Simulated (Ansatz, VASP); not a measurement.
GaP: VASP beside Ansatz

```xyz
2
Lattice="0.0000 2.7254 2.7254 2.7254 0.0000 2.7254 2.7254 2.7254 0.0000" Properties=species:S:1:pos:R:3 pbc="T T T"
Ga    0.0000    0.0000    0.0000
P     1.3627    1.3627    1.3627
```

Alike in both runs: task single point; functional r2SCAN; k mesh 6 × 6 × 6; occupations fermi-dirac, width 0.001 eV; no spin polarisation.

|  | VASP | Ansatz |
| --- | --- | --- |
| version | VASP 6.6.1 | Ansatz 0.2.0 |
| potentials or method | VASP PAW PBE potentials, release 64 (Ga_d, P) | plane waves |
| plane-wave cutoff (eV) | 550 | 500 |
| valence electrons in the cell | 18 | 18 |

```tsv
	VASP	Ansatz	Ansatz less VASP
gap on the k mesh at the Fermi level (eV)	1.91	1.90	-0.005
pressure (GPa)	0.0	0.1	+0.06
```

VASP's potentials were made for PBE, not for r2SCAN.
